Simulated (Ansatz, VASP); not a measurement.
**CdTe: VASP beside Ansatz**

```
CELL_PARAMETERS angstrom
0.00000 2.99801 2.93804
2.99801 0.00000 2.93804
2.99801 2.99801 0.00000
ATOMIC_POSITIONS crystal
Cd 0.50000 0.50000 0.50000
Te 0.00000 0.00000 0.00000
```

Change from the starting cell: strain e3 = -0.02, atoms carried along.

Alike in both runs: task single point; functional PBEsol; k mesh 8 × 8 × 8; occupations gaussian, width 0.05 eV; no spin polarisation.

|  | VASP | Ansatz |
| --- | --- | --- |
| version | VASP 6.6.1 | Ansatz 0.2.0 |
| potentials or method | VASP PAW PBE potentials, release 64 (Cd, Te), cutoff 520 eV | scalar-relativistic, plane waves, PAW |
| valence electrons in the cell | 18 | 36 |

Ansatz gave:

- pressure (GPa): 1.3
- traceless stress, the component that is largest in VASP (GPa): 1.21

Problem. What did VASP give for the same quantities?

Solution. Pressure (GPa): 1.5; traceless stress, the component that is largest in VASP (GPa): 1.25.

VASP's potentials were made for PBE, not for PBEsol. VASP's potentials hold 18 valence electrons a cell and Ansatz's 36, so a difference there can come from the potentials and not from the codes.

Neither program's run includes spin-orbit coupling.
